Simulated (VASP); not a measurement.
Wanted: the native input for a VASP 6.6.1 run.

| Quantity | Value |
| --- | --- |
| Task | single point |
| Functional | r2SCAN |
| Potentials or basis | VASP PAW PBE potentials, release 64 (Al, As) |
| Cutoff | 550 eV |
| k mesh | 8 × 8 × 8 |
| Occupations | gaussian, width 0.02 eV |
| Spin | no spin polarisation |
| Dipole correction | no |
| Further INCAR settings | ALGO = Normal; EDIFF = 1e-06; NBANDS = 11 |

The system is AlAs.

```
Al As
1.0
     0.00000    2.83895    2.83895
     2.83895    0.00000    2.83895
     2.83895    2.83895    0.00000
Al As
1 1
Direct
  0.00000 0.00000 0.00000
  0.25000 0.25000 0.25000
```

One way to write it, as run:

POSCAR

```
AlAs
1.0
    0.0000000000      2.8389457805      2.8389457805
    2.8389457805      0.0000000000      2.8389457805
    2.8389457805      2.8389457805      0.0000000000
Al As
1 1
Direct
    0.0000000000      0.0000000000      0.0000000000
    0.2500000000      0.2500000000      0.2500000000
```

INCAR.step1

```
SYSTEM = AlAs
  ALGO = Normal
  EDIFF = 1E-5
  ENCUT = 550
  GGA = PE
  GGA_COMPAT = .FALSE.
  ISMEAR = 0
  LASPH = .TRUE.
  LCHARG = .FALSE.
  LREAL = .FALSE.
  LWAVE = .TRUE.
  NBANDS = 11
  NELM = 120
  PREC = Accurate
  SIGMA = 0.02
```

INCAR.step2

```
SYSTEM = AlAs
  ALGO = Normal
  EDIFF = 1E-6
  ENCUT = 550
  GGA_COMPAT = .FALSE.
  ISIF = 2
  ISMEAR = 0
  ISTART = 1
  LASPH = .TRUE.
  LCHARG = .FALSE.
  LMIXTAU = .TRUE.
  LREAL = .FALSE.
  LWAVE = .FALSE.
  METAGGA = R2SCAN
  NBANDS = 11
  NELM = 120
  PREC = Accurate
  SIGMA = 0.02
```

KPOINTS

```
k-points
0
G
  8 8 8
  0 0 0
```

Potentials or basis: VASP PAW PBE potentials, release 64 (Al, As).

Command:

```console
$ cat potpaw_PBE.64/Al/POTCAR potpaw_PBE.64/As/POTCAR > POTCAR
$ cp INCAR.step1 INCAR
$ mpirun -np 1 vasp_std > vasp.out
$ cp INCAR.step2 INCAR
$ mpirun -np 1 vasp_std > vasp.out
```

Results of the run:

```json
{
  "Pressure": "0.0 GPa",
  "Band gap on the k mesh": "1.81 eV, indirect (least direct gap 2.63 eV)"
}
```

Caveat: the PAW data sets were made with another functional, which shifts forces and pressure a little.

Run time: 30 s on 1 thread of Intel(R) Xeon(R) 6975P-C (Granite Rapids), on a shared host, peak memory 0.18 GiB.
